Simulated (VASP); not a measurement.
# BeCd2S3 (Cc) in VASP: a series of runs

The runs below take BeCd2S3 through single point, with PBE.

Everything below comes from runs of VASP 6.6.1. Logs are shortened: lines on timing, memory, paths and dates and some standing lists are left out, and cuts for length are marked.

## Step 1: The cell of the first run

It takes space group Cc (No. 9, monoclinic). The conventional cell has a = 6.763 Å, b = 11.945 Å, c = 6.671 Å, α = 90.00°, β = 107.75°, γ = 90.00°. Be (site symmetry 1) has 4 S at 2.12 to 2.19 Å within 2.8 Å. Cd (site symmetry 1) has 4 S at 2.54 to 2.57 Å within 3.4 Å. Cd (site symmetry 1) has 4 S at 2.54 to 2.56 Å within 3.4 Å. S (site symmetry 1) has 1 Be at 2.12 Å and 3 Cd at 2.54 to 2.56 Å within 2.8 Å. Within 2.9 Å of S (site symmetry 1) lie 2 Be at 2.17 to 2.19 Å and 2 Cd at 2.56 to 2.57 Å. Within 2.8 Å of S (site symmetry 1) lie 1 Be at 2.12 Å and 3 Cd at 2.54 to 2.56 Å.

## Step 2: Single point, PBE

File INCAR:

```
SYSTEM = BeCd2S3
  PREC = Accurate
  ENCUT = 520
  EDIFF = 1E-6
  ISMEAR = 0
  SIGMA = 0.15
  LREAL = .False.
  LASPH = .True.
  NELM = 80
  ALGO = Normal
  ISIF = 2
  LWAVE = .False.
  LCHARG = .True.
  GGA = PE
  LELF = .True.
  LVHAR = .True.
  NBANDS = 56
```

File KPOINTS:

```
Automatic mesh
0
Gamma
  2 2 2
  0 0 0
```

File POSCAR:

```
BeCd2S3
1.0
    3.3812220753     -5.9724462871      0.0564162479
    3.3812220753      5.9724462871      0.0564162479
   -2.1397949398      0.0000000000      6.3186568606
Be Cd S
2 4 6
Direct
    0.0722415986      0.9201765519      0.4938029425
    0.9201765519      0.0722415986     -0.0061970575
    0.4101673168      0.5801930450      0.4974814807
    0.7638822451      0.2427165708      0.5004296547
    0.5801930450      0.4101673168     -0.0025185193
    0.2427165708      0.7638822451      0.0004296547
    0.7532525745      0.5807310355      0.3963411257
    0.0390229071      0.1609911540      0.3379441100
    0.3382141756      0.8884108249      0.3990006863
    0.5807310355      0.7532525745      0.8963411257
    0.1609911540      0.0390229071      0.8379441100
    0.8884108249      0.3382141756      0.8990006863
```

Potentials or basis: VASP PAW PBE potentials, release 64 (Be, Cd, S).

Command:

```console
> cat potpaw_PBE.64/Be/POTCAR potpaw_PBE.64/Cd/POTCAR potpaw_PBE.64/S/POTCAR > POTCAR
> mpirun -np 1 vasp_std > vasp.out
```

OUTCAR:

```text
SYSTEM = BeCd2S3
   PREC = Accurate
   ENCUT = 520
   EDIFF = 1E-6
   ISMEAR = 0
   LREAL = .False.
   LASPH = .True.
   NELM = 80
   ISIF = 2
   GGA = PE

 ion  position               nearest neighbor table
   1  0.072  0.920  0.494-   9 2.12   7 2.12   8 2.17  11 2.19
   2  0.920  0.072  0.994-  12 2.12  10 2.12  11 2.17   8 2.19
   3  0.410  0.580  0.497-   7 2.54  10 2.56   9 2.56   8 2.57
   4  0.764  0.243  0.500-  12 2.54   9 2.55   7 2.55   8 2.56
   5  0.580  0.410  0.997-  10 2.54   7 2.56  12 2.56  11 2.57
   6  0.243  0.764  0.000-   9 2.54  12 2.55  10 2.55  11 2.56
   7  0.753  0.581  0.396-   1 2.12   3 2.54   4 2.55   5 2.56
   8  0.039  0.161  0.338-   1 2.17   2 2.19   4 2.56   3 2.57
   9  0.338  0.888  0.399-   1 2.12   6 2.54   4 2.55   3 2.56
  10  0.581  0.753  0.896-   2 2.12   5 2.54   6 2.55   3 2.56
  11  0.161  0.039  0.838-   2 2.17   1 2.19   6 2.56   5 2.57
  12  0.888  0.338  0.899-   2 2.12   4 2.54   6 2.55   5 2.56

  LATTYP: Found a base centered monoclinic cell.
 ALAT       =     6.7633853995
 B/A-ratio  =     1.7661114765
 C/A-ratio  =     0.9863614824
 COS(beta)  =    -0.3049078748

  Lattice vectors:

 A1 = (   3.3812220753,  -5.9724462871,   0.0564162479)
 A2 = (   3.3812220753,   5.9724462871,   0.0564162479)
 A3 = (  -2.1397949398,   0.0000000000,   6.3186568606)

Analysis of symmetry for initial positions (statically):
=====================================================================
 Subroutine PRICEL returns:
 Original cell was already a primitive cell.

 Routine SETGRP: Setting up the symmetry group for a
 base centered monoclinic supercell.

 Subroutine GETGRP returns: Found  2 space group operations
 (whereof  1 operations were pure point group operations)
 out of a pool of  4 trial point group operations.

The static configuration has the point symmetry C_1 .
 The point group associated with its full space group is C_1h.

Analysis of symmetry for dynamics (positions and initial velocities):
=====================================================================
 Subroutine PRICEL returns:
 Original cell was already a primitive cell.

 Routine SETGRP: Setting up the symmetry group for a
 base centered monoclinic supercell.

 Subroutine GETGRP returns: Found  2 space group operations
 (whereof  1 operations were pure point group operations)
 out of a pool of  4 trial point group operations.

The dynamic configuration has the point symmetry C_1 .
 The point group associated with its full space group is C_1h.

 Subroutine INISYM returns: Found  2 space group operations
 (whereof  1 operations are pure point group operations),
[... 111 lines left out ...]
   EFERMI =   0.00;   METHOD = LEGACY
   ISMEAR =     0;   SIGMA  =   0.15  broadening in eV -4-tet -1-fermi 0-gaus
   EFERMI_NEDOS =   21; number of points for ismear=-14 and -15
   IALGO  =     38    algorithm
   IMIX   =      4    mixing-type and parameters
     AMIX     =   0.40;   BMIX     =  1.00
     AMIX_MAG =   1.60;   BMIX_MAG =  1.00
  volume/ion in A,a.u.               =      21.39       144.33
  Fermi-wavevector in a.u.,A,eV,Ry     =   1.145847  2.165336 17.863965  1.312964
  Thomas-Fermi vector in A             =   2.282533
   LORBIT       =      0    0 simple, 1 ext, 2 COOP (PROOUT), +10 PAW based schemes
   GGA     = PE    functional components
   LHFCALC =     F    Hartree Fock is set to
   AEXX    =    0.0000 exact exchange contribution
   IVDW    =     0    specifies the selected vdW correction
   LEPSILON=     F    determine dielectric tensor
   LRPA    =     F    only Hartree local field effects (RPA)
 non-spin polarized calculation
 Gauss-broadening in eV      SIGMA  =   0.15
  energy-cutoff  :      520.00
  volume of cell :      256.64
 maximum number of plane-waves:      6926
 NGX is ok and might be reduce to    54
   NGX = 25   NGY = 25   NGZ = 25

 number of electron      87.9999991 magnetization

 Free energy of the ion-electron system (eV)
  ---------------------------------------------------
  ext. energy  EPLUGINS =         0.00000000
  ---------------------------------------------------
  free energy    TOTEN  =       -43.94833414 eV

  energy without entropy =      -43.94833414  energy(sigma->0) =      -43.94833414

 E-fermi :   2.6182     XC(G=0):  -9.3266

 val. band max:        1.9078301348   @ k =   0.0000   0.0000   0.0000
 cond. band min:       3.7340451593   @ k =   0.0000   0.0000   0.0000
 fundamental gap:      1.8262150245
 Fermi energy:         2.6181719244

 k-point     1 :       0.0000    0.0000    0.0000
  band No.  band energies     occupation
      1     -10.7081      2.00000
      2      -9.9941      2.00000
      3      -9.7445      2.00000
      4      -9.7300      2.00000
      5      -9.7259      2.00000
      6      -9.7004      2.00000
[... 343 lines left out ...]
     55       8.7518      0.00000
     56       8.7555      0.00000

------------------------ aborting loop because EDIFF is reached ----------------------------------------

  FORCE on cell =-STRESS in cart. coord.  units (eV):
  Direction    XX          YY          ZZ          XY          YZ          ZX
  --------------------------------------------------------------------------------------
  -------------------------------------------------------------------------------------
  Total        0.3868892      0.3485867      0.4148802      0.0000000      0.0000000      0.0186992
  in kB        2.4152912      2.1761739      2.5900344      0.0000000      0.0000000      0.1167365
  external PRESSURE =       2.3938332 kB  Pullay stress =       0.0000000 kB

 VOLUME and BASIS-vectors are now :
 -----------------------------------------------------------------------------
  energy-cutoff  :      520.00
  volume of cell :      256.64
      direct lattice vectors                 reciprocal lattice vectors
     3.381222075 -5.972446287  0.056416248     0.147044669 -0.083717789  0.049796254
     3.381222075  5.972446287  0.056416248     0.147044669  0.083717789  0.049796254
    -2.139794940  0.000000000  6.318656861    -0.002625782  0.000000000  0.157372269

 POSITION                                       TOTAL-FORCE (eV/Angst)
 -----------------------------------------------------------------------------------
      2.29895      5.06425      3.17616        -0.007409      0.013013      0.007773
      1.22905     -5.06425      6.33549        -0.007409     -0.013013      0.007773
      2.28412      1.01547      3.19929        -0.003627      0.011225      0.002167
      2.33272     -3.11263      3.21883         0.008379     -0.022233     -0.010386
      1.21422     -1.01547      6.35862        -0.003627     -0.011225      0.002167
      3.40261      3.11263      0.05950         0.008379      0.022233     -0.010386
      3.66241     -1.03038      2.57960         0.041275      0.030164      0.018342
     -0.04684      0.72845      2.14664        -0.032871     -0.011785     -0.026989
      3.29371      3.28602      2.59035        -0.005746      0.003907      0.009092
      2.59251      1.03038      5.73893         0.041275     -0.030164      0.018342
     -1.11674     -0.72845      5.30597        -0.032871      0.011785     -0.026989
      2.22381     -3.28602      5.74968        -0.005746     -0.003907      0.009092
 -----------------------------------------------------------------------------------
    total drift:                               -0.000236      0.000000     -0.001004

  FREE ENERGIE OF THE ION-ELECTRON SYSTEM (eV)
  ---------------------------------------------------
  free  energy   TOTEN  =       -43.9483341358 eV

  energy  without entropy=      -43.9483341358  energy(sigma->0) =      -43.94833414
```

stdout:

```text
POSCAR found type information on POSCAR BeCdS
 POSCAR found :  3 types and      12 ions
 scaLAPACK will be used
 LDA part: xc-table for (Slater+PW92), standard interpolation
 POSCAR, INCAR and KPOINTS ok, starting setup
 FFT: planning ... GRIDC
 FFT: planning ... GRID_SOFT
 FFT: planning ... GRID
 WAVECAR not read
 entering main loop
```

Run time: 1.9 min. Hardware: 1 thread of AMD EPYC 7R13 (Zen 3), shared host; peak memory 0.37 GiB.

Results:

```yaml
Free_energy: -43.9483 eV
Pressure: 0.2 GPa
Largest_force: 0.054 eV/Å
Band_gap_on_the_k_mesh: 1.83 eV
```

Forces on the atoms (eV/Å):
```
Be  -0.007  0.013  0.008
Be  -0.007 -0.013  0.008
Cd  -0.004  0.011  0.002
Cd   0.008 -0.022 -0.010
Cd  -0.004 -0.011  0.002
Cd   0.008  0.022 -0.010
S    0.041  0.030  0.018
S   -0.033 -0.012 -0.027
S   -0.006  0.004  0.009
S    0.041 -0.030  0.018
S   -0.033  0.012 -0.027
S   -0.006 -0.004  0.009
```

Caveat: the k points lie up to 0.55 Å⁻¹ apart.

## Step 3: Single point, PBE

File INCAR:

```
PREC = Accurate
ENCUT = 520
EDIFF = 1E-6
ISMEAR = 0
SIGMA = 0.1
LREAL = F
LASPH = T
NELM = 60
ALGO = Normal
ISIF = 2
LWAVE = F
LCHARG = F
GGA = PE
NBANDS = 56
```

File KPOINTS:

```
regular mesh
0
Gamma
  2 4 4
```

File POSCAR:

```
BeCd2S3
1.0
    2.0426285671      0.0000000000     -6.3602984580
    6.7620784511      0.0000000000     -0.0095142762
    3.3810392256     -5.9656867458     -0.0047571381
Be Cd S
2 4 6
Direct
    0.4937028115      0.9280843686      0.1512549255
    0.9937028115      0.0793392940      0.8487450745
    0.4983473694      0.5906093295      0.8283864808
    0.4994356510      0.2365463487      0.5204131661
    0.9983473694      0.4189958102      0.1716135192
    0.9994356510      0.7569595148      0.4795868339
    0.3967407527      0.2469630464      0.1705871944
    0.3387384308      0.9612655813      0.8781520988
    0.3980349845      0.6627001443      0.4488684972
    0.8967407527      0.4175502408      0.8294128056
    0.8387384308      0.8394176801      0.1218479012
    0.8980349845      0.1115686415      0.5511315028
```

Potentials or basis: VASP PAW PBE potentials, release 64 (Be, Cd, S).

Command:

```console
> cat potpaw_PBE.64/Be/POTCAR potpaw_PBE.64/Cd/POTCAR potpaw_PBE.64/S/POTCAR > POTCAR
> mpirun -np 1 vasp_std > vasp.out
```

It took 3.3 min on 1 thread of AMD EPYC 7R13 (Zen 3), shared host; peak memory 0.41 GiB.

Results (log left out):

```
Free energy            : -44.0697 eV
Pressure               : 0.2 GPa
Largest force          : 0.043 eV/Å
Band gap on the k mesh : 1.83 eV
```

Forces on the atoms (eV/Å):
```
Be   0.000  0.004 -0.023
Be   0.000 -0.004 -0.023
Cd   0.008  0.003  0.005
Cd  -0.002 -0.003  0.003
Cd   0.008 -0.003  0.005
Cd  -0.002  0.003  0.003
S   -0.034 -0.008 -0.014
S    0.015 -0.006  0.040
S    0.012  0.025 -0.011
S   -0.034  0.008 -0.014
S    0.015  0.006  0.040
S    0.012 -0.025 -0.011
```

Levels at points of the mesh, in eV from the valence-band top:
| k point | band 40 | band 41 | band 42 | band 43 | band 44 | band 45 | band 46 | band 47 | band 48 | band 49 |
| --- | --- | --- | --- | --- | --- | --- | --- | --- | --- | --- |
| (0.00, 0.00, 0.00) | -0.75 | -0.67 | -0.11 | -0.06 | 0.00 | 1.83 | 3.05 | 3.97 | 4.62 | 5.13 |
| (0.50, 0.00, 0.00) | -1.21 | -0.45 | -0.45 | -0.29 | -0.29 | 3.09 | 3.09 | 4.72 | 4.72 | 5.12 |
| (0.00, 0.50, 0.00) | -1.10 | -0.95 | -0.81 | -0.74 | -0.27 | 3.50 | 3.81 | 4.00 | 4.51 | 5.04 |
| (0.50, 0.50, 0.00) | -1.03 | -0.91 | -0.81 | -0.57 | -0.50 | 3.10 | 3.43 | 3.80 | 3.89 | 4.31 |
| (0.00, 0.00, 0.50) | -1.14 | -0.85 | -0.69 | -0.37 | -0.22 | 3.06 | 3.14 | 3.71 | 4.05 | 4.11 |
| (0.50, 0.00, 0.50) | -1.36 | -0.97 | -0.97 | -0.78 | -0.78 | 3.77 | 3.77 | 4.24 | 4.24 | 4.94 |

Caveat: the k points lie up to 0.49 Å⁻¹ apart.
